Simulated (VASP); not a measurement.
Here is a VASP 6.6.1 calculation.

The input POSCAR:

```
AlN
1.0
    3.1492276870      0.0000000000      0.0000000000
   -1.5746138435      2.7273111793      0.0000000000
    0.0000000000      0.0000000000      4.8447462119
Al N
2 2
Direct
    0.3333333333      0.6666666667      0.0016929024
    0.6666666667      0.3333333333      0.5016929024
    0.3333333333      0.6666666667      0.3833070976
    0.6666666667      0.3333333333      0.8833070976
```

The input INCAR.step1:

```
SYSTEM = AlN
  PREC = Accurate
  ENCUT = 520
  ISMEAR = 0
  SIGMA = 0.05
  LREAL = .False.
  LASPH = .True.
  NELM = 100
  NBANDS = 16
  GGA = PE
  ALGO = Normal
  EDIFF = 1E-4
  LWAVE = .True.
  LCHARG = .False.
```

INCAR.step2

```
SYSTEM = AlN
  PREC = Accurate
  ENCUT = 520
  EDIFF = 1E-6
  ISMEAR = 0
  SIGMA = 0.05
  LREAL = .False.
  LASPH = .True.
  NELM = 100
  ALGO = Normal
  ISIF = 2
  LWAVE = .False.
  LCHARG = .False.
  METAGGA = R2SCAN
  LMIXTAU = .True.
  NBANDS = 16
  ISTART = 1
```

The input KPOINTS:

```
regular mesh
0
Gamma
  12 12 6
  0 0 0
```

Potentials or basis: VASP PAW PBE potentials, release 64 (Al, N).

Command:

```console
$ cat potpaw_PBE.64/Al/POTCAR potpaw_PBE.64/N/POTCAR > POTCAR
$ cp INCAR.step1 INCAR
$ mpirun -np 1 vasp_std > vasp.out
$ cp INCAR.step2 INCAR
$ mpirun -np 1 vasp_std > vasp.out
```

Question: Estimate the largest force.

Answer: 0.575 eV/Å.

Question: Estimate the band gap on the k mesh.

Answer: 4.80 eV, direct.

Forces in eV/Å, atoms in the order of the input:
```
Al   0.000  0.000 -0.575
Al   0.000  0.000 -0.575
N    0.000  0.000  0.575
N    0.000  0.000  0.575
```

Caveat: the PAW data sets were made with another functional, which shifts forces and pressure a little. A k mesh can miss the band edges.
